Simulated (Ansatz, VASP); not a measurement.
# Two plane-wave programs on Ge

File INCAR:

```
  ALGO = Normal
  EDIFF = 1E-6
  EDIFFG = -0.04
  ENCUT = 600
  GGA = PE
  IBRION = 2
  ISIF = 3
  ISMEAR = 0
  LASPH = True
  LCHARG = False
  LREAL = False
  LWAVE = False
  NELM = 60
  NSW = 90
  PREC = Accurate
  SIGMA = 0.1
```

The input KPOINTS:

```
k-points
0
Gamma
  8 8 8
```

POSCAR

```
Ge
1.0
   -1.6237105800      1.9337603100      1.9474456200
    1.6237105800     -1.9337603100      1.9474456200
    1.6237105800      1.9337603100     -1.9474456200
Ge
1
Direct
    0.0000000000      0.5000000000      0.5000000000
```

Input for Ansatz:

```yaml
crystal:
  lattice:
    - [-1.62371058, 1.93376031, 1.94744562]
    - [1.62371058, -1.93376031, 1.94744562]
    - [1.62371058, 1.93376031, -1.94744562]
  atoms:
    - { symbol: Ge, position: [0.0, 0.5, 0.5] }
basis:
  ecutwfc: 420
kpoints:
  mp_grid: { grid: [8, 8, 8] }
hamiltonian:
  xc: pbe
scf:
  occupations: { method: gaussian, width: 0.1 }
  lower_state_search: "off"
output:
  forces: true
  stress: true
  eigenvalues: true
relax:
  adjacent_minimum: "off"
  f_tol: 0.04
  max_steps: 70
  cell: { stress_tol: 0.4 }
```

Alike in both runs: task relaxation of cell and atoms; functional PBE; k mesh 8 × 8 × 8; occupations gaussian, width 0.1 eV; no spin polarisation.

```csv
,VASP,Ansatz
version,VASP 6.6.1,Ansatz 0.2.0
potentials or method,"VASP PAW PBE potentials, release 64 (Ge_d), cutoff 600 eV","scalar-relativistic, plane waves, PAW"
valence electrons in the cell,14,14
```

Ansatz gave:

```
gap on the k mesh at the Fermi level, each at its own relaxed structure (eV) : none
relaxed volume (Å³/atom)                                                     : 19.30
relaxed length of the cell vector where the two differ most in proportion (Å)              : 2.958
```

Task: Which values does VASP return?

Result: gap on the k mesh at the Fermi level, each at its own relaxed structure (eV): none; relaxed volume (Å³/atom): 19.36; relaxed length of the cell vector where the two differ most in proportion (Å): 2.960.

A gap of «none» marks a metal or a gap that the smearing closes.

Noted on VASP's run: the volume moved by over 15 % at a fixed basis, so the end points are rough.
